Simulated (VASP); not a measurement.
Ti2Te3Pt: relaxation of cell and atoms with PBE

The system is Ti2Te3Pt.

```
Ti Te Pt
1.0
     7.09315    0.00000    0.00000
    -3.54657    6.14285    0.00000
     0.00000    0.00000    3.63375
Ti Te Pt
2 3 1
Direct
  0.33333 0.66667 0.00000
  0.66667 0.33333 0.00000
  0.50000 0.00000 0.50000
  0.50000 0.50000 0.50000
  0.00000 0.50000 0.50000
  0.00000 0.00000 0.00000
```

The cell was generated, and may not be a known phase.

- Program: VASP 6.6.1
- Task: relaxation of cell and atoms
- Functional: PBE
- Potentials or basis: VASP PAW PBE potentials, release 64 (Ti_sv, Te, Pt)
- Cutoff: 600 eV
- k mesh: 3 × 3 × 6
- Occupations: gaussian, width 0.1 eV
- Spin: no spin polarisation
- Dipole correction: no
- Further INCAR settings: ALGO = Normal; EDIFF = 1e-06; IBRION = 2; EDIFFG = -0.04; NSW = 90; ISIF = 3

```
Relaxed volume                        : 27.11 Å³/atom
Relaxed cell                          : a = 7.332 Å, b = 7.332 Å, c = 3.494 Å, α = 90.00°, β = 90.00°, γ = 120.00°
Space group after relaxing (to 0.1 Å) : P6/mmm (No. 191)
Energy gained by relaxing             : 1.9 meV/atom
Ionic steps                           : 11
Pressure after relaxing               : -0.2 GPa
Band gap on the k mesh                : zero (bands 26 and 27 overlap by 0.55 eV)
```

The path:
```csv
step,energy change (eV),largest force (eV/Å),pressure (GPa),volume (Å³)
1,0.0000,0.0000,0.23,158.33
2,-0.0010,0.0000,-0.01,159.22
3,-0.0011,0.0000,-0.05,159.36
4,-0.0019,0.0000,-0.08,159.58
5,-0.0036,0.0000,-0.13,160.24
6,-0.0063,0.0000,-0.21,161.52
7,-0.0075,0.0000,-0.34,163.93
8,-0.0102,0.0000,-0.32,162.55
9,-0.0106,0.0000,-0.37,163.25
10,-0.0108,0.0000,-0.35,162.94
11,-0.0116,0.0000,-0.19,162.67
```

Final structure:
```xyz
6
Lattice="7.3318 0.0000 0.0000 -3.6659 6.3495 0.0000 0.0000 0.0000 3.4942" Properties=species:S:1:pos:R:3 pbc="T T T"
Ti    0.0000    4.2330    0.0000
Ti    3.6659    2.1165    0.0000
Te    3.6659    0.0000    1.7471
Te    1.8330    3.1748    1.7471
Te   -1.8330    3.1748    1.7471
Pt    0.0000    0.0000    3.4942
```

Levels at points of the mesh, in eV from the Fermi level:
```tsv
k point	band 23	band 24	band 25	band 26	band 27	band 28	band 29	band 30
(0.00, 0.00, 0.00)	-0.67	-0.63	-0.43	-0.33	-0.33	-0.05	0.11	0.13
(0.00, 0.00, 0.50)	-0.28	-0.28	-0.18	-0.18	0.39	0.47	0.79	0.79
```

Wall time 30 min on 1 thread of Intel Xeon 8259CL (shared host), peak memory 0.39 GiB.

Caveat: the highest band is partly filled, so the run has too few bands; spin-orbit coupling is left out, which moves the levels of the heavy elements.
